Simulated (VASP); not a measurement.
Wanted: the native input for a VASP 6.6.1 run.

```
Task                   : single point
Functional             : PBE
Potentials or basis    : VASP PAW PBE potentials, release 64 (Al, Te, P)
Cutoff                 : 520 eV
k mesh                 : 6 × 6 × 4
Occupations            : gaussian, width 0.1 eV
Spin                   : no spin polarisation
Dipole correction      : no
Further INCAR settings : ALGO = Normal; EDIFF = 1e-06; NBANDS = 27
```

The structure of Al6TeP2 lies in POSCAR:

```
Al6TeP2
1.0
    7.6740548510      0.0000000000      0.0000000000
   -3.8370274255      6.6459264510      0.0000000000
    0.0000000000      0.0000000000      7.7856070978
Al Te P
6 1 2
Direct
    0.6759139736      0.0000000000      0.5000000000
    0.0000000000      0.6759139736      0.5000000000
    0.3240860264      0.3240860264      0.5000000000
    0.3240860264      0.0000000000      0.5000000000
    0.0000000000      0.3240860264      0.5000000000
    0.6759139736      0.6759139736      0.5000000000
    0.0000000000      0.0000000000      0.0000000000
    0.0000000000      0.0000000000      0.3381396327
    0.0000000000      0.0000000000      0.6618603673
```

The cell was generated, and may not be a known phase.

The input as run:

INCAR

```
  PREC = Accurate
  ENCUT = 520
  EDIFF = 1E-6
  ISMEAR = 0
  SIGMA = 0.1
  LREAL = F
  LASPH = T
  NELM = 60
  ALGO = Normal
  ISIF = 2
  LWAVE = F
  LCHARG = F
  GGA = PE
  NBANDS = 27
```

KPOINTS

```
Automatic mesh
0
Gamma
  6 6 4
```

Potentials or basis: VASP PAW PBE potentials, release 64 (Al, Te, P).

Launch:

```sh
$ cat potpaw_PBE.64/Al/POTCAR potpaw_PBE.64/Te/POTCAR potpaw_PBE.64/P/POTCAR > POTCAR
$ mpirun -np 1 vasp_std > vasp.out
```

Results of the run:

The pressure is 0.0 GPa. The band gap on the k mesh is zero (bands 17 and 18 overlap by 0.71 eV).

Caveat: spin-orbit coupling is left out, which moves the levels of the heavy elements.

It took 8.5 min on 1 thread of AMD EPYC 7R13, with other jobs on the host, peak memory 0.59 GiB.
